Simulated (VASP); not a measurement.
HfN, 4 atoms in the cell. Symmetry: P6_3/mmc, No. 194, hexagonal system. Conventional cell: a = 3.175 Å, b = 3.175 Å, c = 5.342 Å, α = 90.00°, β = 90.00°, γ = 120.00°. Within 3.0 Å of Hf (site symmetry -6m2) lie 6 N at 2.27 Å. N (site symmetry -3m) has 6 Hf at 2.27 Å and 2 N at 2.67 Å within 3.0 Å.  This cell differs from its parent crystal: uniaxial strain along c: -2.0 %.

* Program: VASP 6.6.1
* Task: single point
* Functional: PBE
* Potentials or basis: VASP PAW PBE potentials, release 64 (Hf_pv, N)
* Cutoff: 520 eV
* k mesh: 18 × 18 × 10
* Occupations: gaussian, width 0.1 eV
* Spin: no spin polarisation
* Dipole correction: no
* Further INCAR settings: ALGO = Normal; EDIFF = 1e-06; NBANDS = 23

Potentials or basis: VASP PAW PBE potentials, release 64 (Hf_pv, N).

Command:

```bash
$ cat potpaw_PBE.64/Hf_pv/POTCAR potpaw_PBE.64/N/POTCAR > POTCAR
$ mpirun -np 1 vasp_std > vasp.out
```

Hardware: 1 thread of Intel(R) Xeon(R) Platinum 8488C (Sapphire Rapids), on a shared host.

Question: Estimate the wall time of this run.

Answer: Wall time 120 s on 1 thread of Intel(R) Xeon(R) Platinum 8488C (Sapphire Rapids), on a shared host, peak memory 0.32 GiB. Counts: scf iterations 13, k points 222.
